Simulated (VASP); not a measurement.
# MnO2: relaxation of cell and atoms with RPBE+D4

Crystal: MnO2.

```
Mn O
1.0
     2.85658    0.00000    0.00000
    -1.42829    2.47387    0.00000
     0.00000    0.00000    4.60137
Mn O
1 2
Direct
  0.00000 0.00000 0.50000
  0.33333 0.66667 0.70629
  0.66667 0.33333 0.29371
```

* Program: VASP 6.6.1
* Task: relaxation of cell and atoms
* Functional: RPBE
* Dispersion: D4
* Potentials or basis: VASP PAW PBE potentials, release 64 (Mn_pv, O)
* Cutoff: 600 eV
* k mesh: 11 × 11 × 6
* Occupations: fermi-dirac, width 0.05 eV
* Spin: collinear spin, ferromagnetic start
* Starting moments: [4.0, 0.0, 0.0] μB
* Dipole correction: no
* Further INCAR settings: ALGO = Normal; EDIFF = 1e-07; IBRION = 2; EDIFFG = -0.01; NSW = 60; ISIF = 3

- Relaxed volume: 10.52 Å³/atom
- Relaxed cell: a = 2.877 Å, b = 2.877 Å, c = 4.404 Å, α = 90.00°, β = 90.00°, γ = 120.00°
- Space group after relaxing (to 0.05 Å): P-3m1 (No. 164)
- Energy gained by relaxing: 6.7 meV/atom
- Ionic steps: 13
- Pressure after relaxing: 0.0 GPa
- Band gap on the k mesh: 0.96 eV, indirect (least direct gap 1.05 eV)
- Net moment: 3.00 μB per cell
- Site moments: Mn +2.88; O +0.03 μB
- Valence electrons inside the program's atomic spheres: Mn 11.68; O 5.00
- Dispersion energy per atom: -0.403 eV

The path:
```csv
step,energy change (eV),largest force (eV/Å),pressure (GPa),volume (Å³)
1,0.0000,0.4581,4.35,32.52
2,0.0113,0.4863,-6.30,33.92
3,-0.0123,0.0433,-0.40,33.09
4,-0.0123,0.0513,-0.31,33.08
5,-0.0130,0.0536,-0.31,33.00
6,-0.0152,0.0610,-0.27,32.74
7,-0.0184,0.0765,-0.14,32.23
8,-0.0180,0.1042,0.50,31.20
9,-0.0194,0.0983,0.18,31.76
10,-0.0200,0.0260,-0.59,31.68
11,-0.0200,0.0043,-0.46,31.70
12,-0.0202,0.0012,0.16,31.53
13,-0.0202,0.0019,0.00,31.57
```

Final structure:
```cif
data_structure
_symmetry_space_group_name_H-M 'P 1'
_symmetry_Int_Tables_number 1
_cell_length_a 2.8772
_cell_length_b 2.8772
_cell_length_c 4.4039
_cell_angle_alpha 90.000
_cell_angle_beta 90.000
_cell_angle_gamma 120.000
_cell_volume 31.57
loop_
_atom_site_label
_atom_site_type_symbol
_atom_site_fract_x
_atom_site_fract_y
_atom_site_fract_z
_atom_site_occupancy
Mn1 Mn 0.00000 0.00000 0.50000 1
O1 O 0.33333 0.66667 0.71801 1
O2 O 0.66667 0.33333 0.28199 1
```

Levels at points of the mesh, in eV from the valence-band top:
Spin up:
```tsv
k point	band 10	band 11	band 12	band 13	band 14	band 15	band 16	band 17	band 18
(0.00, 0.00, 0.00)	-2.42	-1.30	-1.30	-0.83	-0.46	2.78	2.78	7.39	10.50
(0.00, 0.00, 0.50)	-2.43	-2.43	-1.38	-1.38	-0.09	2.87	2.87	9.61	9.65
```
Spin down:
| k point | band 7 | band 8 | band 9 | band 10 | band 11 | band 12 | band 13 | band 14 | band 15 | band 16 |
| --- | --- | --- | --- | --- | --- | --- | --- | --- | --- | --- |
| (0.00, 0.00, 0.00) | -4.85 | -4.85 | -1.27 | -1.27 | -0.69 | 0.97 | 0.97 | 2.47 | 4.09 | 4.09 |
| (0.00, 0.00, 0.50) | -4.82 | -4.25 | -2.32 | -1.35 | -1.35 | 0.96 | 0.96 | 2.60 | 4.17 | 4.17 |

Wall time 21 min on 1 thread of Oxide Virtual Turin-like Processor (shared host), peak memory 0.22 GiB.

Caveat: the PAW data sets were made with another functional, which shifts forces and pressure a little; a cell with one magnetic atom can't hold antiferromagnetic order, which such compounds often take. A k mesh can miss the band edges.
